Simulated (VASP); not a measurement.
# Al2Cu (I4/mcm) in VASP: notebook

Al2Cu is run at these levels: PBE; tasks: single point, relaxation of cell and atoms.

Program: VASP 6.6.1. These are calculated values, not measurements. Logs are shortened: lines on timing, memory, paths and dates and some standing lists are left out, and cuts for length are marked.

### Step 1. The cell of the first run

It takes space group I4/mcm (No. 140, tetragonal). Conventional cell: a = 6.143 Å, b = 6.143 Å, c = 4.744 Å, α = 90.00°, β = 90.00°, γ = 90.00°. Al (site symmetry m2m) has 4 Cu at 2.60 Å and 11 Al at 2.72 to 3.28 Å within 3.4 Å. Within 3.1 Å of Cu (site symmetry 422) lie 2 Cu at 2.37 Å and 8 Al at 2.60 Å.

### Step 2. Single point, PBE

Input file INCAR:

```
SYSTEM = Al2Cu
PREC = Accurate
ENCUT = 520
EDIFF = 1E-7
ISMEAR = 0
SIGMA = 0.1
LREAL = .False.
LASPH = .True.
NELM = 60
ALGO = Normal
ISIF = 2
LWAVE = .False.
LCHARG = .True.
GGA = PE
LELF = .True.
LVHAR = .True.
NBANDS = 26
```

Input file KPOINTS:

```
Automatic mesh
0
Gamma
  4 4 4
  0 0 0
```

Input file POSCAR:

```
Al2Cu
1.0
   -3.0713668929      3.0713668929      2.3720791366
    3.0713668929     -3.0713668929      2.3720791366
    3.0713668929      3.0713668929     -2.3720791366
Al Cu
4 2
Direct
    0.8433793549      0.6566206451      0.5000000000
    0.6566206451      0.1566206451      0.8132412903
    0.3433793549      0.8433793549      0.1867587097
    0.1566206451      0.3433793549      0.5000000000
    0.2500000000      0.2500000000      0.0000000000
    0.7500000000      0.7500000000      0.0000000000
```

Potentials or basis: VASP PAW PBE potentials, release 64 (Al, Cu).

Run with:

```sh
> cat potpaw_PBE.64/Al/POTCAR potpaw_PBE.64/Cu/POTCAR > POTCAR
> mpirun -np 1 vasp_std > vasp.out
```

OUTCAR:

```text
SYSTEM = Al2Cu
   PREC = Accurate
   ENCUT = 520
   EDIFF = 1E-7
   ISMEAR = 0
   LREAL = .False.
   LASPH = .True.
   NELM = 60
   ISIF = 2
   GGA = PE

 ion  position               nearest neighbor table
   1  0.843  0.657  0.500-   5 2.60   6 2.60   6 2.60   5 2.60   4 2.72   4 2.87   4 2.87   2 3.05
                             3 3.05   2 3.05   3 3.05   2 3.28   3 3.28   3 3.28   2 3.28
   2  0.657  0.157  0.813-   5 2.60   6 2.60   5 2.60   6 2.60   3 2.72   3 2.87   3 2.87   1 3.05
                             4 3.05   4 3.05   1 3.05   1 3.28   4 3.28   1 3.28   4 3.28
   3  0.343  0.843  0.187-   5 2.60   6 2.60   5 2.60   6 2.60   2 2.72   2 2.87   2 2.87   1 3.05
                             4 3.05   4 3.05   1 3.05   1 3.28   4 3.28   4 3.28   1 3.28
   4  0.157  0.343  0.500-   6 2.60   5 2.60   5 2.60   6 2.60   1 2.72   1 2.87   1 2.87   2 3.05
                             3 3.05   2 3.05   3 3.05   2 3.28   3 3.28   2 3.28   3 3.28
   5  0.250  0.250  0.000-   6 2.37   6 2.37   2 2.60   3 2.60   2 2.60   3 2.60   4 2.60   1 2.60
                             4 2.60   1 2.60
   6  0.750  0.750  0.000-   5 2.37   5 2.37   2 2.60   3 2.60   2 2.60   3 2.60   1 2.60   1 2.60
                             4 2.60   4 2.60

  LATTYP: Found a body centered tetragonal cell.
 ALAT       =     6.1427337858
 C/A-ratio  =     0.7723203444

  Lattice vectors:

 A1 = (  -3.0713668929,   3.0713668929,   2.3720791366)
 A2 = (   3.0713668929,  -3.0713668929,   2.3720791366)
 A3 = (   3.0713668929,   3.0713668929,  -2.3720791366)

Analysis of symmetry for initial positions (statically):
=====================================================================
 Subroutine PRICEL returns:
 Original cell was already a primitive cell.

 Routine SETGRP: Setting up the symmetry group for a
 body centered tetragonal supercell.

 Subroutine GETGRP returns: Found 16 space group operations
 (whereof  8 operations were pure point group operations)
 out of a pool of 16 trial point group operations.

The static configuration has the point symmetry C_4h.
 The point group associated with its full space group is D_4h.

Analysis of symmetry for dynamics (positions and initial velocities):
=====================================================================
 Subroutine PRICEL returns:
 Original cell was already a primitive cell.

 Routine SETGRP: Setting up the symmetry group for a
 body centered tetragonal supercell.

 Subroutine GETGRP returns: Found 16 space group operations
 (whereof  8 operations were pure point group operations)
 out of a pool of 16 trial point group operations.

The dynamic configuration has the point symmetry C_4h.
 The point group associated with its full space group is D_4h.

 Subroutine INISYM returns: Found 16 space group operations
 (whereof  8 operations are pure point group operations),
 and found     1 'primitive' translations

----------------------------------------------------------------------------------------

                                     Primitive cell

  volume of cell :      89.5061

  direct lattice vectors                    reciprocal lattice vectors
    -3.071366893  3.071366893  2.372079137     0.000000000  0.162793967  0.210785548
     3.071366893 -3.071366893  2.372079137     0.162793967  0.000000000  0.210785548
     3.071366893  3.071366893 -2.372079137     0.162793967  0.162793967  0.000000000

  length of vectors
     4.949075531  4.949075531  4.949075531     0.266331415  0.266331415  0.230225436

  position of ions in fractional coordinates (direct lattice)
     0.843379355  0.656620645  0.500000000
     0.656620645  0.156620645  0.813241290
     0.343379355  0.843379355  0.186758710
     0.156620645  0.343379355  0.500000000
     0.250000000  0.250000000  0.000000000
     0.750000000  0.750000000  0.000000000

  ion indices of the primitive-cell ions
   primitive index   ion index
                 1           1
                 2           2
                 3           3
                 4           4
                 5           5
                 6           6

----------------------------------------------------------------------------------------

 KPOINTS: Automatic mesh

Automatic generation of k-mesh.
 Grid dimensions read from file:
 generate k-points for:    4    4    4

 Generating k-lattice:

  Cartesian coordinates                     Fractional coordinates (reciprocal lattice)
     0.000000000  0.040698492  0.052696387     0.250000000  0.000000000 -0.000000000
     0.040698492  0.000000000  0.052696387     0.000000000  0.250000000 -0.000000000
     0.040698492  0.040698492  0.000000000     0.000000000  0.000000000  0.250000000

  Length of vectors
     0.066582854  0.066582854  0.057556359

  Shift w.r.t. Gamma in fractional coordinates (k-lattice)
     0.000000000  0.000000000  0.000000000

 Subroutine IBZKPT returns following result:
 ===========================================

 Found     13 irreducible k-points:

 Following reciprocal coordinates:
            Coordinates               Weight
  0.000000  0.000000  0.000000      1.000000
  0.250000  0.000000 -0.000000      8.000000
  0.500000  0.000000 -0.000000      4.000000
  0.250000  0.250000 -0.000000      8.000000
  0.500000  0.250000 -0.000000     16.000000
 -0.250000  0.250000  0.000000      4.000000
  0.500000  0.500000 -0.000000      2.000000
  0.250000  0.250000  0.250000      2.000000
 -0.250000  0.250000  0.250000      4.000000
  0.500000  0.500000  0.250000      4.000000
 -0.250000  0.500000  0.250000      8.000000
 -0.250000 -0.250000  0.250000      2.000000
  0.500000  0.500000  0.500000      1.000000
   k-points           NKPTS =     13   k-points in BZ     NKDIM =     13   number of bands    NBANDS=     26
   number of dos      NEDOS =    301   number of ions     NIONS =      6
   total plane-waves  NPLWV =  64000
   dimension x,y,z NGX =    40 NGY =   40 NGZ =   40
   dimension x,y,z NGXF=    80 NGYF=   80 NGZF=   80
   ions per type =               4   2
   NGX,Y,Z   is equivalent  to a cutoff of  13.44, 13.44, 13.44 a.u.
   NGXF,Y,Z  is equivalent  to a cutoff of  26.87, 26.87, 26.87 a.u.
 SYSTEM =  Al2Cu
   PREC   = accura    normal or accurate (medium, high low for compatibility)
   ISTART =      0    job   : 0-new  1-cont  2-samecut
   ICHARG =      2    charge: 1-file 2-atom 10-const
   ISPIN  =      1    spin polarized calculation?
   LNONCOLLINEAR =      F non collinear calculations
   LSORBIT =      F    spin-orbit coupling
   LASPH  =      T    aspherical Exc in radial PAW
   ENCUT  =  520.0 eV  38.22 Ry    6.18 a.u.   9.20  9.20  9.20*2*pi/ulx,y,z
   NELM   =     60;   NELMIN=  2; NELMDL= -5     # of ELM steps
   EDIFF  = 0.1E-06   stopping-criterion for ELM
   LREAL  =      F    real-space projection
   EDIFFG = 0.1E-05   stopping-criterion for IOM
   NSW    =      0    number of steps for IOM
   IBRION =     -1    ionic relax: 0-MD 1-quasi-New 2-CG
   NFREE  =      0    steps in history (QN), initial steepest desc. (CG)
   ISIF   =      2    stress and relaxation
   ISYM   =      2    0-nonsym 1-usesym 2-fastsym
   POTIM  = 0.5000    time-step for ionic-motion
   TEBEG  =    0.0;   TEEND  =   0.0 temperature during run
   PSTRESS=    0.0 pullay stress
   NELECT =      34.0000    total number of electrons
   NUPDOWN=      -1.0000    fix difference up-down
   EMIN   =  10.00;   EMAX   =-10.00  energy-range for DOS
   EFERMI =   0.00;   METHOD = LEGACY
   ISMEAR =     0;   SIGMA  =   0.10  broadening in eV -4-tet -1-fermi 0-gaus
   EFERMI_NEDOS =   21; number of points for ismear=-14 and -15
   IALGO  =     38    algorithm
   IMIX   =      4    mixing-type and parameters
     AMIX     =   0.40;   BMIX     =  1.00
     AMIX_MAG =   1.60;   BMIX_MAG =  1.00
  volume/ion in A,a.u.               =      14.92       100.67
  Fermi-wavevector in a.u.,A,eV,Ry     =   1.185633  2.240522 19.126058  1.405726
  Thomas-Fermi vector in A             =   2.321823
   LORBIT       =      0    0 simple, 1 ext, 2 COOP (PROOUT), +10 PAW based schemes
   GGA     = PE    functional components
   LHFCALC =     F    Hartree Fock is set to
   AEXX    =    0.0000 exact exchange contribution
   IVDW    =     0    specifies the selected vdW correction
   LEPSILON=     F    determine dielectric tensor
   LRPA    =     F    only Hartree local field effects (RPA)
 non-spin polarized calculation
 Gauss-broadening in eV      SIGMA  =   0.10
  energy-cutoff  :      520.00
  volume of cell :       89.51
 maximum number of plane-waves:      2421
 NGX is ok and might be reduce to    40
   NGX = 19   NGY = 19   NGZ = 19

 number of electron      34.0000016 magnetization

 Free energy of the ion-electron system (eV)
  ---------------------------------------------------
  ext. energy  EPLUGINS =         0.00000000
  ---------------------------------------------------
  free energy    TOTEN  =       -23.16977230 eV

  energy without entropy =      -23.15673956  energy(sigma->0) =      -23.16325593

 E-fermi :   8.0763     XC(G=0): -10.8528

 val. band max:        8.0653861454   @ k =   0.5000   0.0000  -0.0000
 cond. band min:       8.1117644492   @ k =  -0.2500   0.2500   0.2500
 fundamental gap:      0.0463783039
 Fermi energy:         8.0762660411

 k-point     1 :       0.0000    0.0000    0.0000
  band No.  band energies     occupation
      1      -2.7744      2.00000
      2       2.6360      2.00000
      3       2.7868      2.00000
      4       2.9057      2.00000
      5       2.9057      2.00000
      6       3.7815      2.00000
[... 18 lines left out ...]
     25      12.8149      0.00000
     26      13.3872      0.00000

 k-point     2 :       0.2500    0.0000   -0.0000
  band No.  band energies     occupation
      1      -2.1093      2.00000
      2       2.4339      2.00000
      3       2.5887      2.00000
      4       2.8660      2.00000
      5       2.9308      2.00000
      6       3.6312      2.00000
[... 18 lines left out ...]
     25      13.9424      0.00000
[... 289 lines left out ...]
     25      15.2859      0.00000
     26      15.5806      0.00000

 k-point    13 :       0.5000    0.5000    0.5000
  band No.  band energies     occupation
      1       0.8658      2.00000
      2       1.0074      2.00000
      3       1.0936      2.00000
      4       1.0936      2.00000
      5       2.8673      2.00000
      6       3.1729      2.00000
[... 18 lines left out ...]
     25      15.1768      0.00000
     26      15.1768      0.00000

------------------------ aborting loop because EDIFF is reached ----------------------------------------

  FORCE on cell =-STRESS in cart. coord.  units (eV):
  Direction    XX          YY          ZZ          XY          YZ          ZX
  --------------------------------------------------------------------------------------
  -------------------------------------------------------------------------------------
  Total        0.1533299      0.1533299      0.1518306      0.0000000      0.0000000      0.0000000
  in kB        2.7446369      2.7446369      2.7177984      0.0000000      0.0000000      0.0000000
  external PRESSURE =       2.7356907 kB  Pullay stress =       0.0000000 kB

 VOLUME and BASIS-vectors are now :
 -----------------------------------------------------------------------------
  energy-cutoff  :      520.00
  volume of cell :       89.51
      direct lattice vectors                 reciprocal lattice vectors
    -3.071366893  3.071366893  2.372079137     0.000000000  0.162793967  0.210785548
     3.071366893 -3.071366893  2.372079137     0.162793967  0.000000000  0.210785548
     3.071366893  3.071366893 -2.372079137     0.162793967  0.162793967  0.000000000

 POSITION                                       TOTAL-FORCE (eV/Angst)
 -----------------------------------------------------------------------------------
      0.96208      2.10929      2.37208        -0.034968      0.034968     -0.000000
      0.96208      4.03345     -0.00000        -0.034968     -0.034968      0.000000
      2.10929     -0.96208      2.37208         0.034968      0.034968     -0.000000
      2.10929      0.96208      0.00000         0.034968     -0.034968      0.000000
      0.00000      0.00000      1.18604         0.000000     -0.000000     -0.000000
      0.00000      0.00000      3.55812         0.000000     -0.000000     -0.000000
 -----------------------------------------------------------------------------------
    total drift:                               -0.000000     -0.000000      0.000000

  FREE ENERGIE OF THE ION-ELECTRON SYSTEM (eV)
  ---------------------------------------------------
  free  energy   TOTEN  =       -23.1697723048 eV

  energy  without entropy=      -23.1567395566  energy(sigma->0) =      -23.16325593
```

Run time: 22 s. Hardware: 1 thread of Intel Xeon 6975P-C (Granite Rapids), shared host; peak memory 0.23 GiB.

Results:

```
Free energy            : -23.1698 eV
Pressure               : 0.3 GPa
Largest force          : 0.049 eV/Å
Band gap on the k mesh : zero (bands 17 and 18 overlap by 3.62 eV)
```

Forces on the atoms (eV/Å):
```
Al  -0.035  0.035  0.000
Al  -0.035 -0.035  0.000
Al   0.035  0.035  0.000
Al   0.035 -0.035  0.000
Cu   0.000  0.000  0.000
Cu   0.000  0.000  0.000
```

Caveat: the k points lie up to 0.42 Å⁻¹ apart, too coarse for converged energies and pressures of a metal.

### Step 3. Single point, PBE

This run uses another cell than the first one, of 14.35 Å³/atom.

Input file INCAR:

```
  ALGO = Normal
  EDIFF = 1E-6
  ENCUT = 520
  GGA = PE
  ISIF = 2
  ISMEAR = 0
  LASPH = True
  LCHARG = False
  LREAL = False
  LWAVE = False
  NBANDS = 26
  NELM = 100
  PREC = Accurate
  SIGMA = 0.1
```

Input file KPOINTS:

```
k-points
0
Gamma
  6 6 6
```

Input file POSCAR:

```
Al2Cu
1.0
   -2.9988978291      2.9988978291      2.3927372905
    2.9988978291     -2.9988978291      2.3927372905
    2.9988978291      2.9988978291     -2.3927372905
Al Cu
4 2
Direct
    0.8413930800      0.6586069200      0.5000000000
    0.6586069200      0.1586069200      0.8172138300
    0.3413930800      0.8413930800      0.1827861700
    0.1586069200      0.3413930800      0.5000000000
    0.2500000000      0.2500000000      0.0000000000
    0.7500000000      0.7500000000      0.0000000000
```

Potentials or basis: VASP PAW PBE potentials, release 64 (Al, Cu).

Run with:

```sh
> cat potpaw_PBE.64/Al/POTCAR potpaw_PBE.64/Cu/POTCAR > POTCAR
> mpirun -np 1 vasp_std > vasp.out
```

Wall time 36 s (1 thread of Intel Xeon 6975P-C (Granite Rapids), shared host); peak memory 0.23 GiB.

Results (log left out):

- Free energy: -23.3819 eV
- Pressure: 4.4 GPa
- Largest force: 0.053 eV/Å
- Band gap on the k mesh: zero (bands 17 and 18 overlap by 4.20 eV)

Forces in eV/Å, atoms in the order of the input:
```
Al  -0.038  0.038  0.000
Al  -0.038 -0.038  0.000
Al   0.038  0.038  0.000
Al   0.038 -0.038  0.000
Cu   0.000  0.000  0.000
Cu   0.000  0.000  0.000
```

Stress tensor (GPa, compression positive):
```
3.10 0.00 0.00
0.00 3.10 0.00
0.00 0.00 6.92
```

Levels at points of the mesh, in eV from the Fermi level:
| k point | band 15 | band 16 | band 17 | band 18 | band 19 | band 20 |
| --- | --- | --- | --- | --- | --- | --- |
| (0.00, 0.00, 0.00) | -1.33 | -1.20 | -1.20 | -0.84 | -0.17 | 0.06 |
| (0.50, 0.00, 0.00) | -2.63 | -2.63 | 0.24 | 0.24 | 4.11 | 4.11 |
| (0.50, 0.50, 0.00) | -1.53 | -1.34 | -0.86 | -0.59 | 0.79 | 1.28 |
| (0.50, 0.50, 0.50) | -3.26 | -1.79 | 2.70 | 3.01 | 3.01 | 3.40 |

Caveat: the cell stands under pressure.

(Part 1 of 2 ends here.)

The gap in the log of VASP goes by the Fermi energy; the results here count the filled bands.